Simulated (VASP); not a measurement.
# Hf (P6_3/mmc) in VASP: a series of runs, part 2 of 2

VASP 6.6.1.

**4. Single point, r2SCAN**

This run uses another cell than the first one: it holds 4 atoms, not 2.

POSCAR reads:

```
Hf
1.0
    3.1812904145      0.0000000000      0.0000000000
   -1.5906452073      2.7550783158      0.0000000000
    0.0000000000      0.0000000000     10.2359913037
Hf
4
Direct
    0.0000000000      0.0000000000      0.0000000000
    0.0000000000      0.0000000000      0.5000000000
    0.3333333333      0.6666666667      0.7500000000
    0.6666666667      0.3333333333      0.2500000000
```

INCAR.step1 reads:

```
PREC = Accurate
ENCUT = 550
ISMEAR = 0
SIGMA = 0.1
LREAL = F
LASPH = T
NELM = 120
NBANDS = 28
GGA = PE
ALGO = Normal
EDIFF = 1E-5
LWAVE = T
LCHARG = F
GGA_COMPAT = F
```

INCAR.step2 reads:

```
PREC = Accurate
ENCUT = 550
EDIFF = 1E-6
ISMEAR = 0
SIGMA = 0.1
LREAL = F
LASPH = T
NELM = 120
ALGO = Normal
ISIF = 2
LWAVE = F
LCHARG = F
METAGGA = R2SCAN
LMIXTAU = T
NBANDS = 28
ISTART = 1
GGA_COMPAT = F
```

KPOINTS reads:

```
regular mesh
0
Gamma
  6 6 2
```

On the command line:

```console
cat potpaw_PBE.64/Hf_pv/POTCAR > POTCAR
cp INCAR.step1 INCAR
mpirun -np 1 vasp_std > vasp.out
cp INCAR.step2 INCAR
mpirun -np 1 vasp_std > vasp.out
```

Run time: 3 min. Hardware: 1 thread of Intel Xeon 8259CL, shared host; peak memory 0.22 GiB.

It converged, with:

```
Free energy            : -180.4044 eV
Pressure               : -0.6 GPa
Band gap on the k mesh : zero (bands 20 and 21 overlap by 1.52 eV)
```

Levels at points of the mesh, in eV from the Fermi level:
| k point | band 16 | band 17 | band 18 | band 19 | band 20 | band 21 | band 22 | band 23 | band 24 | band 25 |
| --- | --- | --- | --- | --- | --- | --- | --- | --- | --- | --- |
| (0.00, 0.00, 0.00) | -3.76 | 0.14 | 0.20 | 0.40 | 1.27 | 1.27 | 1.39 | 1.39 | 1.63 | 1.86 |
| (0.50, 0.00, 0.00) | -2.67 | -1.68 | -1.58 | -1.29 | -0.23 | 0.14 | 1.19 | 1.23 | 1.69 | 1.95 |
| (0.00, 0.00, 0.50) | -4.20 | -0.02 | -0.02 | 1.09 | 1.09 | 1.46 | 1.46 | 1.46 | 1.46 | 1.75 |
| (0.50, 0.00, 0.50) | -3.05 | -1.89 | -1.89 | -0.39 | -0.39 | 0.92 | 0.92 | 1.51 | 1.51 | 1.71 |

Caveat: the k points lie up to 0.38 Å⁻¹ apart, too coarse for converged energies and pressures of a metal; the PAW data sets were made with another functional, which shifts forces and pressure a little; spin-orbit coupling is left out, which moves the levels of the heavy elements.

**5. Single point, r2SCAN**

This run uses another cell than the first one: it holds 4 atoms, not 2.

POSCAR reads:

```
Hf
1.0
    3.2432256534      0.0000000000      0.0000000000
   -1.6216128267      2.8087158061      0.0000000000
    0.0000000000      0.0000000000     10.4600428570
Hf
4
Direct
    0.0000000000      0.0000000000      0.0000000000
    0.0000000000      0.0000000000      0.5000000000
    0.3333333333      0.6666666667      0.7500000000
    0.6666666667      0.3333333333      0.2500000000
```

INCAR.step1 reads:

```
SYSTEM = Hf
ALGO = Normal
EDIFF = 1E-5
ENCUT = 550
GGA = PE
GGA_COMPAT = .False.
ISMEAR = 0
LASPH = .True.
LCHARG = .False.
LREAL = .False.
LWAVE = .True.
NBANDS = 28
NELM = 120
PREC = Accurate
SIGMA = 0.1
```

INCAR.step2 reads:

```
SYSTEM = Hf
ALGO = Normal
EDIFF = 1E-6
ENCUT = 550
GGA_COMPAT = .False.
ISIF = 2
ISMEAR = 0
ISTART = 1
LASPH = .True.
LCHARG = .True.
LELF = .True.
LMIXTAU = .True.
LREAL = .False.
LVHAR = .True.
LWAVE = .False.
METAGGA = R2SCAN
NBANDS = 28
NELM = 120
PREC = Accurate
SIGMA = 0.1
```

KPOINTS reads:

```
k-points
0
Gamma
  6 6 2
  0 0 0
```

On the command line:

```console
cat potpaw_PBE.64/Hf_pv/POTCAR > POTCAR
cp INCAR.step1 INCAR
mpirun -np 1 vasp_std > vasp.out
cp INCAR.step2 INCAR
mpirun -np 1 vasp_std > vasp.out
```

Wall time 4.8 min (1 thread of Intel Xeon 8259CL, shared host); peak memory 0.26 GiB.

Results (log left out):

* Free energy: -180.2767 eV
* Pressure: -6.5 GPa
* Band gap on the k mesh: zero (bands 20 and 21 overlap by 1.57 eV)

Stress tensor (GPa, compression positive):
```
-6.38  0.00  0.00
 0.00 -6.38  0.00
 0.00  0.00 -6.78
```

Levels at points of the mesh, in eV from the Fermi level:
| k point | band 17 | band 18 | band 19 | band 20 | band 21 | band 22 | band 23 | band 24 |
| --- | --- | --- | --- | --- | --- | --- | --- | --- |
| (0.00, 0.00, 0.00) | 0.14 | 0.17 | 0.20 | 1.26 | 1.26 | 1.37 | 1.37 | 1.55 |
| (0.50, 0.00, 0.00) | -1.60 | -1.48 | -1.22 | -0.30 | 0.17 | 0.99 | 1.23 | 1.58 |
| (0.00, 0.00, 0.50) | -0.12 | -0.12 | 1.05 | 1.05 | 1.43 | 1.43 | 1.43 | 1.43 |
| (0.50, 0.00, 0.50) | -1.73 | -1.73 | -0.48 | -0.48 | 0.85 | 0.85 | 1.33 | 1.33 |

Caveat: the k points lie up to 0.37 Å⁻¹ apart, too coarse for converged energies and pressures of a metal; the PAW data sets were made with another functional, which shifts forces and pressure a little; spin-orbit coupling is left out, which moves the levels of the heavy elements.

**6. Relaxation of cell and atoms, r2SCAN**

This run uses another cell than the first one: it holds 4 atoms, not 2.

POSCAR is that of step 5.

INCAR.step1 reads:

```
SYSTEM = Hf
PREC = Accurate
ENCUT = 550
ISMEAR = 0
SIGMA = 0.1
LREAL = .FALSE.
LASPH = .TRUE.
NELM = 120
GGA = PE
ALGO = Normal
EDIFF = 1E-5
LWAVE = .TRUE.
LCHARG = .FALSE.
GGA_COMPAT = .FALSE.
IBRION = 2
ISIF = 3
EDIFFG = -0.005
NELMIN = 4
NSW = 100
```

INCAR.step2 reads:

```
SYSTEM = Hf
PREC = Accurate
ENCUT = 550
EDIFF = 1E-7
ISMEAR = 0
SIGMA = 0.1
LREAL = .FALSE.
LASPH = .TRUE.
NELM = 120
ALGO = Normal
ISIF = 3
LWAVE = .FALSE.
LCHARG = .FALSE.
METAGGA = R2SCAN
LMIXTAU = .TRUE.
IBRION = 2
NSW = 90
EDIFFG = -0.04
ISTART = 1
GGA_COMPAT = .FALSE.
NELMIN = 4
```

KPOINTS reads:

```
regular mesh
0
G
  6 6 2
  0 0 0
```

Potentials or basis: VASP PAW PBE potentials, release 64 (Hf_pv).

On the command line:

```console
cat potpaw_PBE.64/Hf_pv/POTCAR > POTCAR
cp INCAR.step1 INCAR
mpirun -np 1 vasp_std > vasp.out
cp INCAR.step2 INCAR
mpirun -np 1 vasp_std > vasp.out
```

Run time: 18 min. Hardware: 1 thread of Intel Xeon 8259CL, shared host; peak memory 0.28 GiB.

Results (log left out):

| Property | Result |
| --- | --- |
| Free energy | -180.4058 eV |
| Relaxed volume | 22.30 Å³/atom |
| Relaxed cell | a = 3.174 Å, b = 3.174 Å, c = 10.223 Å, α = 90.00°, β = 90.00°, γ = 120.00° |
| Space group after relaxing (to 0.1 Å) | P6_3/mmc (No. 194) |
| Energy gained by relaxing | 32.3 meV/atom |
| Ionic steps | 4 |
| Pressure after relaxing | 0.0 GPa |
| Band gap on the k mesh | zero (bands 20 and 21 overlap by 1.52 eV) |

Stress tensor (GPa, compression positive):
```
 0.10  0.00  0.00
 0.00  0.10  0.00
 0.00  0.00 -0.13
```

The path:
| step | energy change (eV) | largest force (eV/Å) | pressure (GPa) | volume (Å³) |
| --- | --- | --- | --- | --- |
| 1 | 0.0000 | 0.0000 | -6.51 | 95.28 |
| 2 | 0.0631 | 0.0000 | 9.78 | 82.54 |
| 3 | -0.1291 | 0.0000 | -0.15 | 89.31 |
| 4 | -0.1291 | 0.0000 | 0.02 | 89.20 |

Final structure:
```xyz
4
Lattice="3.1741 0.0000 0.0000 -1.5870 2.7488 0.0000 0.0000 0.0000 10.2232" Properties=species:S:1:pos:R:3 pbc="T T T"
Hf    3.1741    0.0000   10.2232
Hf    3.1741    0.0000    5.1116
Hf    0.0000    1.8326    7.6674
Hf    1.5870    0.9163    2.5558
```

Levels at points of the mesh, in eV from the Fermi level:
| k point | band 16 | band 17 | band 18 | band 19 | band 20 | band 21 | band 22 | band 23 | band 24 |
| --- | --- | --- | --- | --- | --- | --- | --- | --- | --- |
| (0.00, 0.00, 0.00) | -3.78 | 0.13 | 0.20 | 0.41 | 1.28 | 1.28 | 1.40 | 1.40 | 1.63 |
| (0.50, 0.00, 0.00) | -2.67 | -1.69 | -1.60 | -1.30 | -0.22 | 0.13 | 1.21 | 1.24 | 1.70 |
| (0.00, 0.00, 0.50) | -4.21 | -0.02 | -0.02 | 1.09 | 1.09 | 1.47 | 1.47 | 1.47 | 1.47 |
| (0.50, 0.00, 0.50) | -3.07 | -1.91 | -1.91 | -0.38 | -0.38 | 0.92 | 0.92 | 1.53 | 1.53 |

Caveat: the k points lie up to 0.38 Å⁻¹ apart in the final cell, too coarse for converged energies and pressures of a metal; the PAW data sets were made with another functional, which shifts forces and pressure a little; spin-orbit coupling is left out, which moves the levels of the heavy elements.

**7. Single point, r2SCAN**

This run uses another cell than the first one: it holds 4 atoms, not 2.

POSCAR reads:

```
Hf
1.0
    3.1926170560      0.0000000000      0.0000000000
   -1.5963085280      2.7648874750      0.0000000000
    0.0000000000      0.0000000000     10.1979980401
Hf
4
Direct
    0.0000000000      0.0000000000      0.0000000000
    0.0000000000      0.0000000000      0.5000000000
    0.3333333333      0.6666666667      0.7500000000
    0.6666666667      0.3333333333      0.2500000000
```

INCAR.step1 reads:

```
SYSTEM = Hf
PREC = Accurate
ENCUT = 550
ISMEAR = 0
SIGMA = 0.1
LREAL = .False.
LASPH = .True.
NELM = 120
NBANDS = 28
GGA = PE
ALGO = Normal
EDIFF = 1E-5
LWAVE = .True.
LCHARG = .False.
GGA_COMPAT = .False.
```

INCAR.step2 reads:

```
SYSTEM = Hf
PREC = Accurate
ENCUT = 550
EDIFF = 1E-6
ISMEAR = 0
SIGMA = 0.1
LREAL = .False.
LASPH = .True.
NELM = 120
ALGO = Normal
ISIF = 2
LWAVE = .False.
LCHARG = .True.
METAGGA = R2SCAN
LMIXTAU = .True.
LELF = .True.
LVHAR = .True.
NBANDS = 28
ISTART = 1
GGA_COMPAT = .False.
```

KPOINTS reads:

```
regular mesh
0
Gamma
  18 18 6
  0 0 0
```

On the command line:

```console
cat potpaw_PBE.64/Hf_pv/POTCAR > POTCAR
cp INCAR.step1 INCAR
mpirun -np 1 vasp_std > vasp.out
cp INCAR.step2 INCAR
mpirun -np 1 vasp_std > vasp.out
```

Run time: 23 min. Hardware: 1 thread of Intel Xeon 8259CL, shared host; peak memory 0.43 GiB.

The run converged. Its results:

| Property | Result |
| --- | --- |
| Free energy | -180.3919 eV |
| Pressure | -0.6 GPa |
| Band gap on the k mesh | zero (bands 20 and 21 overlap by 1.91 eV) |

Levels at points of the mesh, in eV from the Fermi level:
```
           k point  band 18  band 19  band 20  band 21  band 22  band 23
(0.00, 0.00, 0.00)     0.22     0.42     1.22     1.22     1.33     1.33
(0.50, 0.00, 0.00)    -1.58    -1.29    -0.28     0.14     1.14     1.15
(0.00, 0.00, 0.50)    -0.01     1.12     1.12     1.41     1.41     1.41
(0.50, 0.00, 0.50)    -1.90    -0.43    -0.43     0.92     0.92     1.48
```

Caveat: the PAW data sets were made with another functional, which shifts forces and pressure a little; spin-orbit coupling is left out, which moves the levels of the heavy elements.

**8. The runs side by side**

```tsv
task	cell	k mesh	cutoff (eV)	gap on the mesh (eV)	pressure (GPa)
single point	a = 3.192, b = 3.192, c = 5.045 Å, angles 90.0, 90.0, 120.0°, 2 atoms, atomic positions A	6 × 6 × 4	520	none	0.3
single point	a = 3.198, b = 3.198, c = 5.046 Å, angles 90.0, 90.0, 120.0°, 2 atoms, atomic positions A	15 × 15 × 8	520	none	-0.6
single point	a = 3.181, b = 3.181, c = 10.236 Å, angles 90.0, 90.0, 120.0°, 4 atoms, atomic positions B	6 × 6 × 2	550	none	-0.6
single point	a = 3.243, b = 3.243, c = 10.460 Å, angles 90.0, 90.0, 120.0°, 4 atoms, atomic positions B	6 × 6 × 2	550	none	-6.5
relaxation of cell and atoms	relaxed from a = 3.243, b = 3.243, c = 10.460 Å, angles 90.0, 90.0, 120.0°, 4 atoms, atomic positions B	6 × 6 × 2	550	none	0.0
single point	a = 3.193, b = 3.193, c = 10.198 Å, angles 90.0, 90.0, 120.0°, 4 atoms, atomic positions B	18 × 18 × 6	550	none	-0.6
```

Alike in all rows: level r2SCAN; potentials or basis VASP PAW PBE potentials, release 64 (Hf_pv); no spin polarisation; smearing gaussian 0.1 eV.

Caveats: some runs use coarse meshes; the PAW data sets were made with another functional, which shifts forces and pressure a little; spin-orbit coupling is left out, which moves the levels of the heavy elements.

Total energies depend on the potentials used, so only differences within one code and one set of settings carry meaning.
